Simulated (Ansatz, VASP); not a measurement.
HfN in VASP and in Ansatz

```xyz
2
Lattice="2.8804 0.0000 0.0000 0.0000 2.8804 0.0000 0.0000 0.0000 2.8804" Properties=species:S:1:pos:R:3 pbc="T T T"
Hf    1.4402    1.4402    1.4402
N     0.0000    0.0000    0.0000
```

Alike in both runs: task single point; functional PBE0; k mesh 5 × 5 × 5; occupations fermi-dirac, width 0.05 eV; no spin polarisation.

|  | VASP | Ansatz |
| --- | --- | --- |
| version | VASP 6.6.1 | Ansatz 0.2.0 |
| potentials or method | VASP PAW PBE potentials, release 64 (Hf_pv, N) | Ansatz PAW |
| plane-wave cutoff (eV) | 520 | 420 |
| valence electrons in the cell | 15 | 31 |

```tsv
	VASP	Ansatz	Ansatz less VASP
gap on the k mesh at the Fermi level (eV)	none	none	-
pressure (GPa)	-22.6	-18.8	+3.82
```

A gap of «none» marks a metal or a gap that the smearing closes. The functional is the same, so the differences come from potentials, cutoffs and numerics. VASP's potentials hold 15 valence electrons a cell and Ansatz's 31, so a difference there can come from the potentials and not from the codes.

The k mesh is coarse, so the values compare programs but aren't converged. Neither program's run includes spin-orbit coupling.
